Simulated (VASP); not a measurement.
The system is Ru.

```
CELL_PARAMETERS angstrom
2.70580 0.00000 0.00000
-1.35290 2.34329 0.00000
0.00000 0.00000 4.28190
ATOMIC_POSITIONS crystal
Ru 0.33333 0.66667 0.25000
Ru 0.66667 0.33333 0.75000
```

```yaml
Program: VASP 6.6.1
Task: relaxation of cell and atoms
Functional: PBE
Potentials_or_basis: VASP PAW PBE potentials, release 64 (Ru_pv)
Cutoff: 600 eV
k_mesh: 18 × 18 × 10
Occupations: gaussian, width 0.05 eV
Spin: no spin polarisation
```

At the start: pressure 4.3 GPa; volume 13.57 Å³/atom.

Problem. Where does the relaxation end?

Solution. Over 6 steps the energy falls by 2.4 meV/atom and the volume is 13.76 Å³/atom (+1.3 %); space group P6_3/mmc (No. 194, to 0.05 Å).

Step by step:
```
step  energy change (eV)  largest force (eV/Å)  pressure (GPa)  volume (Å³)
   1              0.0000                0.0000            4.31        27.15
   2              0.0349                0.0000          -11.13        28.61
   3             -0.0048                0.0000           -0.07        27.52
   4             -0.0048                0.0000            0.03        27.51
   5             -0.0048                0.0000            0.04        27.51
   6             -0.0048                0.0000            0.03        27.51
```

Final structure:
```
Ru
1.0
     2.71892    0.00000    0.00000
    -1.35946    2.35465    0.00000
     0.00000    0.00000    4.29724
Ru
2
Direct
  0.33333 0.66667 0.25000
  0.66667 0.33333 0.75000
```
